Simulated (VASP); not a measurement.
## SnO2: single point with PBEsol

SnO2:

```
Sn O
1.0
    -2.02639    2.02639    5.19110
     2.02639   -2.02639    5.19110
     2.02639    2.02639   -5.19110
Sn O
2 4
Direct
  0.75000 0.25000 0.50000
  0.00000 0.00000 0.00000
  0.79652 0.79652 0.00000
  0.95348 0.45348 0.50000
  0.20348 0.20348 0.00000
  0.54652 0.04652 0.50000
```

- Program: VASP 6.6.1
- Task: single point
- Functional: PBEsol
- Potentials or basis: VASP PAW PBE potentials, release 64 (Sn_d, O)
- Cutoff: 520 eV
- k mesh: 8 × 8 × 8
- Occupations: gaussian, width 0.01 eV
- Spin: no spin polarisation
- Dipole correction: no
- Further INCAR settings: ALGO = Normal; EDIFF = 1e-06; NBANDS = 35

```json
{"Pressure": "-5.2 GPa", "Largest force": "0.278 eV/Å", "Band gap on the k mesh": "1.16 eV (least direct gap 1.51 eV)"}
```

Forces on the atoms (eV/Å):
```
Sn   0.000  0.000  0.000
Sn   0.000  0.000  0.000
O    0.000  0.000  0.278
O    0.000  0.000 -0.278
O    0.000  0.000 -0.278
O    0.000  0.000  0.278
```

Stress tensor (GPa, compression positive):
```
-4.47  0.00  0.00
 0.00 -4.47  0.00
 0.00  0.00 -6.54
```

Levels at points of the mesh, in eV from the valence-band top:
| k point | band 23 | band 24 | band 25 | band 26 | band 27 | band 28 | band 29 | band 30 |
| --- | --- | --- | --- | --- | --- | --- | --- | --- |
| (0.00, 0.00, 0.00) | -0.65 | -0.65 | -0.35 | -0.35 | 1.16 | 5.06 | 9.07 | 9.33 |
| (0.50, 0.00, 0.00) | -0.74 | -0.72 | -0.55 | -0.43 | 4.48 | 5.73 | 7.57 | 8.23 |
| (0.50, 0.50, 0.00) | -0.84 | -0.84 | -0.05 | -0.05 | 6.81 | 6.81 | 7.29 | 7.29 |
| (0.50, 0.50, 0.50) | -0.98 | -0.98 | -0.26 | -0.26 | 3.77 | 3.77 | 7.44 | 7.44 |

Run time: 2.5 min on 1 thread of Intel(R) Xeon(R) 6975P-C (Granite Rapids), with other jobs on the host, peak memory 0.39 GiB.

Caveat: the cell stands under tension; the PAW data sets were made with another functional, which shifts forces and pressure a little; spin-orbit coupling is left out, which moves the levels of the heavy elements. A k mesh can miss the band edges.
